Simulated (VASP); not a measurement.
# Sn (I4_1/amd) in VASP: further runs

Sn is run at these levels: PBEsol; tasks: single point.

Program: VASP 6.6.1. These are calculated values, not measurements. Logs are shortened: lines on timing, memory, paths and dates and some standing lists are left out, and cuts for length are marked.

## (1) The cell of the first run

Symmetry: I4_1/amd, No. 141, tetragonal system. The conventional cell has a = 4.590 Å, b = 4.590 Å, c = 6.361 Å, α = 90.00°, β = 90.00°, γ = 90.00°. Within 3.7 Å of Sn (site symmetry -4m2) lie 4 Sn at 2.79 Å.

## (2) Single point, PBEsol (strain -0.0200 x Voigt [0, 1, 0, 0, 0, 0])

INCAR reads:

```
SYSTEM = Sn
PREC = Accurate ; ENCUT = 520
EDIFF = 1E-6 ; ISMEAR = 0
SIGMA = 0.15 ; LREAL = .FALSE.
LASPH = .TRUE. ; NELM = 100
ALGO = Fast ; ISIF = 2
LWAVE = .FALSE. ; LCHARG = .FALSE.
GGA = PS ; NBANDS = 21
```

KPOINTS reads:

```
regular mesh
0
G
  12 12 12
  0 0 0
```

POSCAR reads:

```
Sn
1.0
    0.0000000000      3.1806880000      3.2456000000
    3.2456000000      0.0000000000      3.2456000000
    3.2456000000      3.1806880000      0.0000000000
Sn
2
Direct
    0.5000000000      0.5000000000      0.5000000000
    0.7500000000      0.7500000000      0.7500000000
```

Potentials or basis: VASP PAW PBE potentials, release 64 (Sn_d).

On the command line:

```console
> cat potpaw_PBE.64/Sn_d/POTCAR > POTCAR
> mpirun -np 1 vasp_std > vasp.out
```

OUTCAR:

```text
SYSTEM = Sn
   PREC = Accurate
   ENCUT = 520
   EDIFF = 1E-6
   ISMEAR = 0
   LREAL = .FALSE.
   LASPH = .TRUE.
   NELM = 100
   ISIF = 2
   GGA = PS

 ion  position               nearest neighbor table
   1  0.500  0.500  0.500-   2 2.79   2 2.79   2 2.79   2 2.79
   2  0.750  0.750  0.750-   1 2.79   1 2.79   1 2.79   1 2.79

  LATTYP: Found a body centered tetragonal cell.
 ALAT       =     4.5899715380
 C/A-ratio  =     1.3859292911

  Lattice vectors:

 A1 = (   0.0000000000,  -3.1806880000,   3.2456000000)
 A2 = (   0.0000000000,  -3.1806880000,  -3.2456000000)
 A3 = (   3.2456000000,   3.1806880000,   0.0000000000)

Analysis of symmetry for initial positions (statically):
=====================================================================
 Subroutine PRICEL returns:
 Original cell was already a primitive cell.

 Routine SETGRP: Setting up the symmetry group for a
 body centered tetragonal supercell.

 Subroutine GETGRP returns: Found 16 space group operations
 (whereof  8 operations were pure point group operations)
 out of a pool of 16 trial point group operations.

The static configuration has the point symmetry D_2d.
 The point group associated with its full space group is D_4h.

Analysis of symmetry for dynamics (positions and initial velocities):
=====================================================================
 Subroutine PRICEL returns:
 Original cell was already a primitive cell.

 Routine SETGRP: Setting up the symmetry group for a
 body centered tetragonal supercell.

 Subroutine GETGRP returns: Found 16 space group operations
 (whereof  8 operations were pure point group operations)
 out of a pool of 16 trial point group operations.

The dynamic configuration has the point symmetry D_2d.
 The point group associated with its full space group is D_4h.

 Subroutine INISYM returns: Found 16 space group operations
 (whereof  8 operations are pure point group operations),
 and found     1 'primitive' translations

----------------------------------------------------------------------------------------

                                     Primitive cell

  volume of cell :      67.0102

  direct lattice vectors                    reciprocal lattice vectors
     0.000000000  3.180688000  3.245600000    -0.154054720  0.157198694  0.154054720
     3.245600000  0.000000000  3.245600000     0.154054720 -0.157198694  0.154054720
     3.245600000  3.180688000  0.000000000     0.154054720  0.157198694 -0.154054720

  length of vectors
[... 74 lines left out ...]
   ISTART =      0    job   : 0-new  1-cont  2-samecut
   ICHARG =      2    charge: 1-file 2-atom 10-const
   ISPIN  =      1    spin polarized calculation?
   LNONCOLLINEAR =      F non collinear calculations
   LSORBIT =      F    spin-orbit coupling
   LASPH  =      T    aspherical Exc in radial PAW
   ENCUT  =  520.0 eV  38.22 Ry    6.18 a.u.   8.45  8.53  8.45*2*pi/ulx,y,z
   NELM   =    100;   NELMIN=  2; NELMDL= -5     # of ELM steps
   EDIFF  = 0.1E-05   stopping-criterion for ELM
   LREAL  =      F    real-space projection
[... 7 lines left out ...]
   TEBEG  =    0.0;   TEEND  =   0.0 temperature during run
   PSTRESS=    0.0 pullay stress
   NELECT =      28.0000    total number of electrons
   NUPDOWN=      -1.0000    fix difference up-down
   EMIN   =  10.00;   EMAX   =-10.00  energy-range for DOS
   EFERMI =   0.00;   METHOD = LEGACY
   ISMEAR =     0;   SIGMA  =   0.15  broadening in eV -4-tet -1-fermi 0-gaus
   EFERMI_NEDOS =   21; number of points for ismear=-14 and -15
   IALGO  =     68    algorithm
   IMIX   =      4    mixing-type and parameters
     AMIX     =   0.40;   BMIX     =  1.00
     AMIX_MAG =   1.60;   BMIX_MAG =  1.00
  volume/ion in A,a.u.               =      33.51       226.10
  Fermi-wavevector in a.u.,A,eV,Ry     =   1.223903  2.312842 20.380706  1.497940
  Thomas-Fermi vector in A             =   2.358997
   LORBIT       =      0    0 simple, 1 ext, 2 COOP (PROOUT), +10 PAW based schemes
   GGA     = PS    functional components
   LHFCALC =     F    Hartree Fock is set to
   AEXX    =    0.0000 exact exchange contribution
   IVDW    =     0    specifies the selected vdW correction
   LEPSILON=     F    determine dielectric tensor
   LRPA    =     F    only Hartree local field effects (RPA)
 non-spin polarized calculation
 RMM-DIIS sequential band-by-band and
 Gauss-broadening in eV      SIGMA  =   0.15
  energy-cutoff  :      520.00
  volume of cell :       67.01
 maximum number of plane-waves:      1839
 NGX is ok and might be reduce to    36
   NGX = 17   NGY = 17   NGZ = 17

 number of electron      28.0000008 magnetization

 Free energy of the ion-electron system (eV)
  ---------------------------------------------------
  ext. energy  EPLUGINS =         0.00000000
  ---------------------------------------------------
  free energy    TOTEN  =        -8.44766331 eV

  energy without entropy =       -8.44578214  energy(sigma->0) =       -8.44672272

 E-fermi :   5.7156     XC(G=0):  -9.1521

 val. band max:        5.7118557060   @ k =   0.4167   0.0000   0.0000
 cond. band min:       5.7378139439   @ k =   0.0000   0.0000   0.0000
 fundamental gap:      0.0259582379
 Fermi energy:         5.7156378885

 k-point     1 :       0.0000    0.0000    0.0000
  band No.  band energies     occupation
      1     -15.9491      2.00000
      2     -15.9402      2.00000
      3     -15.9402      2.00000
      4     -15.8818      2.00000
      5     -15.8781      2.00000
      6     -15.5563      2.00000
[... 565 lines left out ...]
     20      13.5578      0.00000
     21      13.6930      0.00000

 [... further k-points ...]

------------------------ aborting loop because EDIFF is reached ----------------------------------------

  FORCE on cell =-STRESS in cart. coord.  units (eV):
  Direction    XX          YY          ZZ          XY          YZ          ZX
  --------------------------------------------------------------------------------------
  -------------------------------------------------------------------------------------
  Total        0.7137963      0.9599893      0.7137963      0.0000000      0.0000000      0.0000000
  in kB       17.0664746     22.9528133     17.0664746      0.0000000      0.0000000      0.0000000
  external PRESSURE =      19.0285875 kB  Pullay stress =       0.0000000 kB

 VOLUME and BASIS-vectors are now :
 -----------------------------------------------------------------------------
  energy-cutoff  :      520.00
  volume of cell :       67.01
      direct lattice vectors                 reciprocal lattice vectors
     0.000000000  3.180688000  3.245600000    -0.154054720  0.157198694  0.154054720
     3.245600000  0.000000000  3.245600000     0.154054720 -0.157198694  0.154054720
     3.245600000  3.180688000  0.000000000     0.154054720  0.157198694 -0.154054720

 POSITION                                       TOTAL-FORCE (eV/Angst)
 -----------------------------------------------------------------------------------
      3.24560      3.18069      3.24560        -0.000000     -0.000000     -0.000000
      4.86840      4.77103      4.86840         0.000000      0.000000      0.000000
 -----------------------------------------------------------------------------------
    total drift:                                0.000000      0.000000      0.000000

  FREE ENERGIE OF THE ION-ELECTRON SYSTEM (eV)
  ---------------------------------------------------
  free  energy   TOTEN  =        -8.4476633108 eV

  energy  without entropy=       -8.4457821363  energy(sigma->0) =       -8.44672272
```

It took 3 min on 1 thread of AMD EPYC 9R45 (Zen 5), shared host; peak memory 0.3 GiB.

Results:

| Item | Value |
| --- | --- |
| Free energy | -8.4477 eV |
| Pressure | 1.9 GPa |
| Band gap on the k mesh | zero (bands 14 and 15 overlap by 0.07 eV) |

Stress tensor (GPa, compression positive):
```
1.71 0.00 0.00
0.00 2.30 0.00
0.00 0.00 1.71
```

Caveat: the cell differs from its parent crystal (strain -0.0200 x Voigt [0, 1, 0, 0, 0, 0]); the PAW data sets were made with another functional, which shifts forces and pressure a little; spin-orbit coupling is left out, which moves the levels of the heavy elements.

## (3) Single point, PBEsol (strain -0.0150 x Voigt [0, 1, 0, 0, 0, 0])

INCAR reads:

```
SYSTEM = Sn
PREC = Accurate
ENCUT = 520
EDIFF = 1E-6
ISMEAR = 0
SIGMA = 0.15
LREAL = .FALSE.
LASPH = .TRUE.
NELM = 80
ALGO = Fast
ISIF = 2
LWAVE = .FALSE.
LCHARG = .FALSE.
GGA = PS
NBANDS = 21
```

KPOINTS reads:

```
Automatic mesh
0
G
  12 12 12
  0 0 0
```

POSCAR reads:

```
Sn
1.0
    0.0000000000      3.1969160000      3.2456000000
    3.2456000000      0.0000000000      3.2456000000
    3.2456000000      3.1969160000      0.0000000000
Sn
2
Direct
    0.5000000000      0.5000000000      0.5000000000
    0.7500000000      0.7500000000      0.7500000000
```

Potentials or basis: VASP PAW PBE potentials, release 64 (Sn_d).

On the command line:

```console
> cat potpaw_PBE.64/Sn_d/POTCAR > POTCAR
> mpirun -np 1 vasp_std > vasp.out
```

Run time: 2.8 min. Hardware: 1 thread of AMD EPYC 9R45 (Zen 5), shared host; peak memory 0.3 GiB.

Results (log left out):

* Free energy: -8.4523 eV
* Pressure: 1.6 GPa
* Band gap on the k mesh: zero (bands 14 and 15 overlap by 0.09 eV)

Stress tensor (GPa, compression positive):
```
1.49 0.00 0.00
0.00 1.94 0.00
0.00 0.00 1.49
```

Levels at points of the mesh, in eV from the Fermi level:
```
           k point  band 12  band 13  band 14  band 15  band 16  band 17
(0.00, 0.00, 0.00)    -0.61     0.04     0.04     0.14     2.10     2.16
(0.50, 0.00, 0.00)    -6.39    -1.21    -1.10    -0.05     3.17     3.24
(0.50, 0.50, 0.00)    -7.62    -2.50    -2.50     0.76     0.76     7.77
(0.50, 0.00, 0.50)    -7.56    -2.59    -2.59     0.66     0.66     7.80
```

Caveat: the cell differs from its parent crystal (strain -0.0150 x Voigt [0, 1, 0, 0, 0, 0]); the PAW data sets were made with another functional, which shifts forces and pressure a little; spin-orbit coupling is left out, which moves the levels of the heavy elements.

[end of part 1 of 2]
